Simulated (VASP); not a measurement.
# Y5Ti (F-43m) in VASP: further runs, part 2 of 2

VASP 6.6.1. Earlier steps stand in the parts before.

### Step 5. Single point, PBE, collinear spin

This run uses another cell than the first one, of 30.96 Å³/atom.

INCAR

```
SYSTEM = Y5Ti
  PREC = Accurate
  ENCUT = 500
  EDIFF = 1E-6
  ISMEAR = 0
  SIGMA = 0.1
  LREAL = .False.
  LASPH = .True.
  NELM = 200
  ALGO = Normal
  ISIF = 2
  LWAVE = .False.
  LCHARG = .False.
  ISPIN = 2
  MAGMOM = 0 0 0 0 0 1
  LORBIT = 11
  LMAXMIX = 4
  GGA = PE
  NBANDS = 46
  GGA_COMPAT = .False.
```

KPOINTS

```
Automatic mesh
0
Gamma
  4 4 4
  0 0 0
```

POSCAR

```
Y5Ti
1.0
    0.0000000000      4.5287679591      4.5287679591
    4.5287679591      0.0000000000      4.5287679591
    4.5287679591      4.5287679591      0.0000000000
Y Ti
5 1
Direct
    0.7500000000      0.7500000000      0.7500000000
    0.8777200513      0.3740933162      0.3740933162
    0.3740933162      0.3740933162      0.3740933162
    0.3740933162      0.8777200513      0.3740933162
    0.3740933162      0.3740933162      0.8777200513
    0.0000000000      0.0000000000      0.0000000000
```

Potentials or basis: VASP PAW PBE potentials, release 64 (Y_sv, Ti_sv).

Run with:

```bash
cat potpaw_PBE.64/Y_sv/POTCAR potpaw_PBE.64/Ti_sv/POTCAR > POTCAR
mpirun -np 1 vasp_std > vasp.out
```

OUTCAR:

```text
SYSTEM = Y5Ti
   PREC = Accurate
   ENCUT = 500
   EDIFF = 1E-6
   ISMEAR = 0
   LREAL = .False.
   LASPH = .True.
   NELM = 200
   ISIF = 2
   ISPIN = 2
   LORBIT = 11
   GGA = PE

 ion  position               nearest neighbor table
   1  0.750  0.750  0.750-   4 3.76   5 3.76   2 3.76   5 3.76   2 3.76   4 3.76   3 3.76   3 3.76
                             3 3.76   2 3.76   4 3.76   5 3.76
   2  0.878  0.374  0.374-   3 3.18   4 3.18   5 3.18   4 3.23   5 3.23   3 3.23   1 3.76   1 3.76
                             1 3.76
   3  0.374  0.374  0.374-   2 3.18   4 3.18   5 3.18   2 3.23   4 3.23   5 3.23   1 3.76   1 3.76
                             1 3.76
   4  0.374  0.878  0.374-   2 3.18   3 3.18   5 3.18   2 3.23   5 3.23   3 3.23   1 3.76   1 3.76
                             1 3.76
   5  0.374  0.374  0.878-   2 3.18   3 3.18   4 3.18   4 3.23   2 3.23   3 3.23   1 3.76   1 3.76
                             1 3.76
   6  0.000  0.000  0.000-

  LATTYP: Found a face centered cubic cell.
 ALAT       =     9.0575359182

  Lattice vectors:

 A1 = (   0.0000000000,   4.5287679591,   4.5287679591)
 A2 = (   4.5287679591,   0.0000000000,   4.5287679591)
 A3 = (   4.5287679591,   4.5287679591,   0.0000000000)

Analysis of symmetry for initial positions (statically):
=====================================================================
 Subroutine PRICEL returns:
 Original cell was already a primitive cell.

 Routine SETGRP: Setting up the symmetry group for a
 face centered cubic supercell.

 Subroutine GETGRP returns: Found 24 space group operations
 (whereof 24 operations were pure point group operations)
 out of a pool of 48 trial point group operations.

The static configuration has the point symmetry T_d .

Analysis of symmetry for dynamics (positions and initial velocities):
=====================================================================
 Subroutine PRICEL returns:
 Original cell was already a primitive cell.

 Routine SETGRP: Setting up the symmetry group for a
 face centered cubic supercell.

 Subroutine GETGRP returns: Found 24 space group operations
 (whereof 24 operations were pure point group operations)
 out of a pool of 48 trial point group operations.

The dynamic configuration has the point symmetry T_d .

Analysis of structural, dynamic, and magnetic symmetry:
=====================================================================
 Subroutine PRICEL returns:
 Original cell was already a primitive cell.

 Routine SETGRP: Setting up the symmetry group for a
 face centered cubic supercell.

 Subroutine GETGRP returns: Found 24 space group operations
 (whereof 24 operations were pure point group operations)
 out of a pool of 48 trial point group operations.

The overall configuration has the point symmetry T_d .

 Subroutine INISYM returns: Found 24 space group operations
 (whereof 24 operations are pure point group operations),
 and found     1 'primitive' translations

----------------------------------------------------------------------------------------

                                     Primitive cell
[... 88 lines left out ...]
   ISIF   =      2    stress and relaxation
   ISYM   =      2    0-nonsym 1-usesym 2-fastsym
   POTIM  = 0.5000    time-step for ionic-motion
   TEBEG  =    0.0;   TEEND  =   0.0 temperature during run
   PSTRESS=    0.0 pullay stress
   NELECT =      67.0000    total number of electrons
   NUPDOWN=      -1.0000    fix difference up-down
   EMIN   =  10.00;   EMAX   =-10.00  energy-range for DOS
   EFERMI =   0.00;   METHOD = LEGACY
   ISMEAR =     0;   SIGMA  =   0.10  broadening in eV -4-tet -1-fermi 0-gaus
   EFERMI_NEDOS =   21; number of points for ismear=-14 and -15
   IALGO  =     38    algorithm
   IMIX   =      4    mixing-type and parameters
     AMIX     =   0.40;   BMIX     =  1.00
     AMIX_MAG =   1.60;   BMIX_MAG =  1.00
  volume/ion in A,a.u.               =      30.96       208.94
  Fermi-wavevector in a.u.,A,eV,Ry     =   1.165314  2.202124 18.476128  1.357957
  Thomas-Fermi vector in A             =   2.301841
   LORBIT       =     11    0 simple, 1 ext, 2 COOP (PROOUT), +10 PAW based schemes
   GGA     = PE    functional components
   LHFCALC =     F    Hartree Fock is set to
   AEXX    =    0.0000 exact exchange contribution
   IVDW    =     0    specifies the selected vdW correction
   LEPSILON=     F    determine dielectric tensor
   LRPA    =     F    only Hartree local field effects (RPA)
 spin polarized calculation
 Gauss-broadening in eV      SIGMA  =   0.10
  energy-cutoff  :      500.00
  volume of cell :      185.77
 maximum number of plane-waves:      4738
 NGX is ok and might be reduce to    48
   NGX = 23   NGY = 23   NGZ = 23

 number of electron      67.0000006 magnetization      -0.0007471

 number of electron      67.0000006 magnetization       0.0009920

 Free energy of the ion-electron system (eV)
  ---------------------------------------------------
  ext. energy  EPLUGINS =         0.00000000
  ---------------------------------------------------
  free energy    TOTEN  =       -36.75826924 eV

  energy without entropy =      -36.65466721  energy(sigma->0) =      -36.70646823

 E-fermi :   3.3384     XC(G=0):  -9.5267

 val. band max:        3.3012394841   @ k =  -0.2500   0.2500   0.0000
 cond. band min:       3.3399698851   @ k =   0.5000   0.2500   0.0000
 fundamental gap:      0.0387304010
 Fermi energy:         3.3384483310

 spin component 1

 k-point     1 :       0.0000    0.0000    0.0000
  band No.  band energies     occupation
      1     -54.2923      1.00000
      2     -39.7911      1.00000
      3     -39.2360      1.00000
      4     -39.0693      1.00000
      5     -39.0693      1.00000
      6     -39.0693      1.00000
[... 373 lines left out ...]
     44       5.0621      0.00000
     45       5.6160      0.00000
 Fermi energy:         3.3384483310

 spin component 2

 k-point     1 :       0.0000    0.0000    0.0000
  band No.  band energies     occupation
      1     -54.2924      1.00000
      2     -39.7909      1.00000
      3     -39.2360      1.00000
      4     -39.0692      1.00000
      5     -39.0692      1.00000
      6     -39.0692      1.00000
[... 373 lines left out ...]
     44       5.0620      0.00000
     45       5.6161      0.00000
 [bands above 45 left out]

------------------------ aborting loop because EDIFF is reached ----------------------------------------

  FORCE on cell =-STRESS in cart. coord.  units (eV):
  Direction    XX          YY          ZZ          XY          YZ          ZX
  --------------------------------------------------------------------------------------
  -------------------------------------------------------------------------------------
  Total       -0.0832491     -0.0832491     -0.0832491      0.0000000      0.0000000      0.0000000
  in kB       -0.7179927     -0.7179927     -0.7179927      0.0000000      0.0000000      0.0000000
  external PRESSURE =      -0.7179927 kB  Pullay stress =       0.0000000 kB

 VOLUME and BASIS-vectors are now :
 -----------------------------------------------------------------------------
  energy-cutoff  :      500.00
  volume of cell :      185.77
      direct lattice vectors                 reciprocal lattice vectors
     0.000000000  4.528767959  4.528767959    -0.110405303  0.110405303  0.110405303
     4.528767959  0.000000000  4.528767959     0.110405303 -0.110405303  0.110405303
     4.528767959  4.528767959  0.000000000     0.110405303  0.110405303 -0.110405303

 POSITION                                       TOTAL-FORCE (eV/Angst)
 -----------------------------------------------------------------------------------
      6.79315      6.79315      6.79315        -0.000000     -0.000000     -0.000000
      3.38836      5.66917      5.66917         0.001084     -0.001084     -0.001084
      3.38836      3.38836      3.38836         0.001084      0.001084      0.001084
      5.66917      3.38836      5.66917        -0.001084      0.001084     -0.001084
      5.66917      5.66917      3.38836        -0.001084     -0.001084      0.001084
      0.00000      0.00000      0.00000        -0.000000     -0.000000     -0.000000
 -----------------------------------------------------------------------------------
    total drift:                                0.000001      0.000001      0.000001

  FREE ENERGIE OF THE ION-ELECTRON SYSTEM (eV)
  ---------------------------------------------------
  free  energy   TOTEN  =       -36.7582692385 eV

  energy  without entropy=      -36.6546672140  energy(sigma->0) =      -36.70646823

 total charge

# of ion       s       p       d       f       tot
--------------------------------------------------
    1        2.241   6.284   0.726   0.007   9.258
    2        2.310   6.204   1.097   0.013   9.623
    3        2.310   6.204   1.097   0.013   9.623
    4        2.310   6.204   1.097   0.013   9.623
    5        2.310   6.204   1.097   0.013   9.623
    6        2.168   6.043   1.688   0.000   9.899
--------------------------------------------------
tot         13.647  37.142   6.801   0.060  57.650

 magnetization (x)

# of ion       s       p       d       f       tot
--------------------------------------------------
    1        0.000   0.000   0.000  -0.000   0.000
    2       -0.000   0.000   0.000   0.000   0.000
    3       -0.000   0.000   0.000   0.000   0.000
    4       -0.000   0.000   0.000   0.000   0.000
    5       -0.000   0.000   0.000   0.000   0.000
    6       -0.000  -0.000  -0.000   0.000  -0.000
--------------------------------------------------
tot         -0.000   0.000   0.000   0.000   0.000
```

Run time: 17 min. Hardware: 1 thread of Intel Xeon 8259CL, shared host; peak memory 0.48 GiB.

Results:

```
Free energy                                           : -36.7583 eV
Pressure                                              : -0.1 GPa
Net moment                                            : 0.00 μB per cell
Valence electrons inside the program's atomic spheres : Y 9.26, 9.62 (each value once); Ti 9.90
```

### Step 6. Overview

```csv
task,spin,cell,gap on the mesh (eV),pressure (GPa),largest force (eV/Å)
single point,off,"a = 5.611 Å, angles 60.0°, 6 atoms, atomic positions A",none,28.2,0.89
single point,off,"a = 6.405 Å, angles 60.0°, 6 atoms, atomic positions B",none,-0.1,-
relaxation of cell and atoms,off,"relaxed from a = 5.611 Å, angles 60.0°, 6 atoms, atomic positions A",none,-0.1,0.04
single point,collinear,"a = 6.405 Å, angles 60.0°, 6 atoms, atomic positions B",none,-0.1,-
```

Alike in all rows: level PBE; potentials or basis VASP PAW PBE potentials, release 64 (Y_sv, Ti_sv); k mesh 4 × 4 × 4; cutoff (eV) 500; smearing gaussian 0.1 eV.

Caveats: the cell stands under pressure (at least some runs); the volume moved by over 15 % at a fixed basis, so the end points are rough (at least some runs).

Absolute energies hang on the potentials; compare differences alone.
